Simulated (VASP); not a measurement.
# PtSe2: single point with r2SCANh

PtSe2:

```
Pt Se
1.0
     3.72140    0.00000    0.00000
    -1.86070    3.22283    0.00000
     0.00000    0.00000    5.51447
Pt Se
1 2
Direct
  0.00000 0.00000 0.00000
  0.66667 0.33333 0.76547
  0.33333 0.66667 0.23453
```

```
Program             : VASP 6.6.1
Task                : single point
Functional          : r2SCANh
Potentials or basis : VASP PAW PBE potentials, release 64 (Pt, Se)
Cutoff              : 520 eV
k mesh              : 4 × 4 × 3
Occupations         : fermi-dirac, width 0.05 eV
Spin                : no spin polarisation
```

```yaml
Pressure: 0.0 GPa
Largest_force: 0.010 eV/Å
Band_gap_on_the_k_mesh: 0.64 eV (least direct gap 1.24 eV)
```

Forces on the atoms (eV/Å):
```
Pt   0.000  0.000  0.000
Se   0.000  0.000 -0.010
Se   0.000  0.000  0.010
```

Levels at points of the mesh, in eV from the valence-band top:
```csv
k point,band 9,band 10,band 11,band 12,band 13,band 14
"(0.00, 0.00, 0.00)",-1.01,-1.01,0.00,2.40,2.40,5.14
"(0.50, 0.00, 0.00)",-3.41,-3.30,-3.17,1.58,2.81,5.42
```

Run time: 14 min on 1 thread of Intel(R) Xeon(R) Platinum 8259CL CPU @ 2.50GHz (Skylake/Cascade Lake), with other jobs on the host, peak memory 0.21 GiB.

Caveat: the k points lie up to 0.49 Å⁻¹ apart; the PAW data sets were made with another functional, which shifts forces and pressure a little; spin-orbit coupling is left out, which moves the levels of the heavy elements. A k mesh can miss the band edges.
